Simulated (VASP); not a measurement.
TiH4, 10 atoms in the cell. Symmetry: P6/mmm, No. 191, hexagonal system. The conventional cell has a = 2.921 Å, b = 2.921 Å, c = 4.172 Å, α = 90.00°, β = 90.00°, γ = 120.00°. Ti (site symmetry 6/mmm) has 12 H at 1.97 Å within 2.6 Å. H (site symmetry 3m) has 5 H at 1.69 to 2.13 Å and 3 Ti at 1.97 Å within 2.2 Å. 

| Property | Result |
| --- | --- |
| Program | VASP 6.6.1 |
| Task | single point |
| Functional | PBE |
| Potentials or basis | VASP PAW PBE potentials, release 64 (Ti_sv, H) |
| Cutoff | 520 eV |
| k mesh | 12 × 12 × 4 |
| Occupations | gaussian, width 0.2 eV |
| Spin | no spin polarisation |
| Dipole correction | no |
| Further INCAR settings | ALGO = Normal; EDIFF = 1e-07; NBANDS = 27 |

Potentials or basis: VASP PAW PBE potentials, release 64 (Ti_sv, H).

Run with:

```sh
$ cat potpaw_PBE.64/Ti_sv/POTCAR potpaw_PBE.64/H/POTCAR > POTCAR
$ mpirun -np 1 vasp_std > vasp.out
```

Hardware: 1 thread of Intel(R) Xeon(R) Platinum 8488C (Sapphire Rapids) (shared host).

Question: How long does it take, and how much memory?

Answer: Run time: 74 s on 1 thread of Intel(R) Xeon(R) Platinum 8488C (Sapphire Rapids) (shared host), peak memory 0.23 GiB. Counts: scf iterations 15, k points 57.
